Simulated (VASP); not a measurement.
Set up this calculation in VASP 6.6.1, as the native input.

```
Task                   : relaxation of shape and atoms at fixed volume
Functional             : PBE
Dispersion             : D3(BJ)
Potentials or basis    : VASP PAW PBE potentials, release 64 (C)
Cutoff                 : 600 eV
k mesh                 : 14 × 14 × 8
Occupations            : gaussian, width 0.02 eV
Spin                   : no spin polarisation
Dipole correction      : no
Further INCAR settings : ALGO = Normal; EDIFF = 1e-07; IBRION = 2; EDIFFG = -0.01; NSW = 50; ISIF = 4
```

The structure of C lies in POSCAR:

```
C
1.0
    2.1566579771     -1.2451634820     -0.0113467701
    2.1566579771      1.2451634820     -0.0113467701
   -1.4162615181      0.0000000000      3.5113139458
C
2
Direct
    0.8333597634      0.8333597634      0.0000787648
    0.1666402366      0.1666402366      0.9999212352
```

One way to write it, as run:

INCAR

```
  PREC = Accurate
  ENCUT = 600
  EDIFF = 1E-7
  ISMEAR = 0
  SIGMA = 0.02
  LREAL = False
  LASPH = True
  NELM = 120
  ALGO = Normal
  ISIF = 4
  LWAVE = False
  LCHARG = False
  GGA = PE
  IVDW = 12
  IBRION = 2
  NSW = 50
  EDIFFG = -0.01
  GGA_COMPAT = False
  NELMIN = 4
```

KPOINTS

```
regular mesh
0
Gamma
  14 14 8
```

Potentials or basis: VASP PAW PBE potentials, release 64 (C).

Run with:

```sh
$ cat potpaw_PBE.64/C/POTCAR > POTCAR
$ mpirun -np 1 vasp_std > vasp.out
```

Results of the run:

| Item | Value |
| --- | --- |
| Energy gained by relaxing | 5.6 meV/atom |
| Ionic steps | 3 |
| Pressure after relaxing | -1.6 GPa |
| Dispersion energy per atom | -0.145 eV |

Wall time 3.5 min on 1 thread of Intel Xeon 8259CL, on a shared host, peak memory 0.19 GiB.
